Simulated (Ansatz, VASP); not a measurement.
# One calculation of CdSe, two programs

```
Cd Se
1.0
    -0.03070    3.05492    3.05492
     3.05492   -0.03070    3.05492
     3.05492    3.05492   -0.03070
Cd Se
1 1
Direct
  0.00000 0.00000 0.00000
  0.25000 0.25000 0.25000
```

Change from the starting cell: equal xy, yz and zx shear strains of -1 %.

Alike in both runs: task single point; functional PBE; k mesh 8 × 8 × 8; occupations fermi-dirac, width 0.03 eV; no spin polarisation.

|  | VASP | Ansatz |
| --- | --- | --- |
| version | VASP 6.6.1 | Ansatz 0.2.0 |
| potentials or method | VASP PAW PBE potentials, release 64 (Cd, Se), cutoff 520 eV | all-electron LAPW, scalar-relativistic |

```tsv
	VASP	Ansatz	Ansatz less VASP
pressure (GPa)	1.6	1.3	-0.27
traceless stress, the component that is largest in VASP (GPa)	0.44	0.43	-0.011
rms of the force components (eV/Å)	0.064	0.062	-0.0023
```

Atom by atom the forces differ by 0.002 eV/Å (rms over components). Ansatz ran all-electron here, and VASP with PAW potentials.
